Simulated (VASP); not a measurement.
InPd, 2 atoms in the cell. It takes space group Pm-3m (No. 221, cubic). The conventional cell has a = 3.205 Å, b = 3.205 Å, c = 3.205 Å, α = 90.00°, β = 90.00°, γ = 90.00°. In (site symmetry m-3m) has 8 Pd at 2.78 Å and 6 In at 3.21 Å within 3.7 Å. Within 3.7 Å of Pd (site symmetry m-3m) lie 8 In at 2.78 Å and 6 Pd at 3.21 Å. 

* Program: VASP 6.6.1
* Task: single point
* Functional: PBE0
* Potentials or basis: VASP PAW PBE potentials, release 64 (In_d, Pd)
* Cutoff: 450 eV
* k mesh: 4 × 4 × 4
* Occupations: fermi-dirac, width 0.05 eV
* Spin: no spin polarisation
* Dipole correction: no
* Grid for exact exchange (PRECFOCK): Normal
* Second try: not_converged
* Further INCAR settings: ALGO = All; EDIFF = 1e-06; NBANDS = 18
* Share of exact exchange: 0.25

Potentials or basis: VASP PAW PBE potentials, release 64 (In_d, Pd).

The run is started by

```bash
$ cat potpaw_PBE.64/In_d/POTCAR potpaw_PBE.64/Pd/POTCAR > POTCAR
$ cp INCAR.step1 INCAR
$ mpirun -np 4 vasp_std > vasp.out
$ cp INCAR.step2 INCAR
$ mpirun -np 4 vasp_std > vasp.out
```

Hardware: 4 MPI ranks on AMD EPYC 7R43 64-Core Processor (Zen 3), with other jobs on the host.

Problem. How long does it take, and how much memory?

Solution. Wall time 7.1 min on 4 MPI ranks on AMD EPYC 7R43 64-Core Processor (Zen 3), with other jobs on the host, peak memory 0.12 GiB a rank. Counts: k points 10.
